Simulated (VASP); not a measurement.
Crystal: Si2W.

```
Si W
1.0
    -1.61453    1.61453    3.93355
     1.61453   -1.61453    3.93355
     1.61453    1.61453   -3.93355
Si W
2 1
Direct
  0.33456 0.33456 0.00000
  0.66544 0.66544 0.00000
  0.00000 0.00000 0.00000
```

| Quantity | Value |
| --- | --- |
| Program | VASP 6.6.1 |
| Task | relaxation of cell and atoms |
| Functional | LDA |
| Potentials or basis | VASP PAW LDA potentials, release 64 (Si, W_sv) |
| Cutoff | 600 eV |
| k mesh | 18 × 18 × 18 |
| Occupations | gaussian, width 0.1 eV |
| Spin | no spin polarisation |

At the start: pressure -8.0 GPa; volume 13.67 Å³/atom.

Problem. Where does the relaxation end?

Solution. Over 9 steps the energy falls by 12.6 meV/atom and the volume is 13.19 Å³/atom (-3.5 %); space group I4/mmm (No. 139, to 0.1 Å) before and after.

The path:
```tsv
step	energy change (eV)	largest force (eV/Å)	pressure (GPa)	volume (Å³)
1	0.0000	0.1120	-8.05	41.01
2	0.0997	0.3060	18.37	37.07
3	-0.0375	0.0164	-0.21	39.61
4	-0.0375	0.0190	-0.03	39.58
5	-0.0375	0.0219	0.14	39.55
6	-0.0376	0.0041	0.18	39.53
7	-0.0376	0.0101	0.16	39.54
8	-0.0376	0.0023	-0.22	39.60
9	-0.0377	0.0046	-0.01	39.57
```

Final structure:
```
Si W
1.0
    -1.59462    1.59462    3.89006
     1.59462   -1.59462    3.89006
     1.59462    1.59462   -3.89006
Si W
2 1
Direct
  0.33470 0.33470 0.00000
  0.66530 0.66530 0.00000
  0.00000 0.00000 0.00000
```
